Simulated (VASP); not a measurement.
Set up this calculation in VASP 6.6.1, as the native input.

```
Task                   : single point
Functional             : LDA
Potentials or basis    : VASP PAW LDA potentials, release 64 (Se)
Cutoff                 : 520 eV
k mesh                 : 15 × 15 × 15
Occupations            : fermi-dirac, width 0.1 eV
Spin                   : no spin polarisation
Dipole correction      : no
Further INCAR settings : ALGO = Normal; EDIFF = 1e-06; NBANDS = 9
```

The structure of Se lies in POSCAR:

```
Se
1.0
   -1.6784627611      1.6784627611      1.6784627611
    1.6784627611     -1.6784627611      1.6784627611
    1.6784627611      1.6784627611     -1.6784627611
Se
1
Direct
    0.0000000000      0.0000000000      0.0000000000
```

This isn't the form of Se at room conditions, which is trigonal, of chains.

One way to write it, as run:

INCAR

```
SYSTEM = Se
ALGO = Normal
EDIFF = 1E-6
ENCUT = 520
GGA = CA
ISIF = 2
ISMEAR = -1
LASPH = .TRUE.
LCHARG = .TRUE.
LELF = .TRUE.
LREAL = .FALSE.
LVHAR = .TRUE.
LWAVE = .FALSE.
NBANDS = 9
NELM = 100
PREC = Accurate
SIGMA = 0.1
```

KPOINTS

```
k-points
0
G
  15 15 15
  0 0 0
```

Potentials or basis: VASP PAW LDA potentials, release 64 (Se).

The run is started by

```bash
$ cat potpaw_LDA.64/Se/POTCAR > POTCAR
$ mpirun -np 1 vasp_std > vasp.out
```

Results of the run:

The pressure is 0.6 GPa and the band gap on the k mesh is zero (bands 3 and 4 overlap by 6.76 eV).

Run time: 29 s on 1 thread of Intel Xeon 8259CL (shared host), peak memory 0.14 GiB.
